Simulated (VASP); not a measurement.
Crystal: Lu.

```
Lu
1.0
     3.50482    0.00000    0.00000
    -1.75241    3.03526    0.00000
     0.00000    0.00000    5.46968
Lu
2
Cartesian
  0.0000 2.0235 1.3674
  1.7524 1.0118 4.1023
```

Base run:

* Program: VASP 6.6.1
* Functional: r2SCAN
* Potentials or basis: VASP PAW PBE potentials, release 64 (Lu)
* Cutoff: 520 eV
* k mesh: 10 × 10 × 6
* Occupations: gaussian, width 1 eV
* Spin: no spin polarisation

Its results: band gap on the k mesh zero (bands 25 and 26 overlap by 2.00 eV); pressure 1.4 GPa.

Question: After a change of settings the same cell gave: band gap on the k mesh zero (bands 25 and 26 overlap by 2.01 eV); pressure 4.3 GPa. Which change was it?
A. occupations from gaussian, width 1 eV to fermi-dirac, width 1 eV
B. occupations from gaussian, width 1 eV to fermi-dirac, width 0.6 eV; further incar settings from ALGO = Normal; EDIFF = 1e-06; NBANDS = 32 to ALGO = Normal; EDIFF = 1e-07; NBANDS = 32
C. occupations from gaussian, width 1 eV to methfessel-paxton, width 0.01 eV

Answer: A.

Caveats: so wide a smearing shifts energies and pressures; the PAW data sets were made with another functional, which shifts forces and pressure a little; spin-orbit coupling is left out, which moves the levels of the heavy elements; the cell stands under pressure (at least some runs).
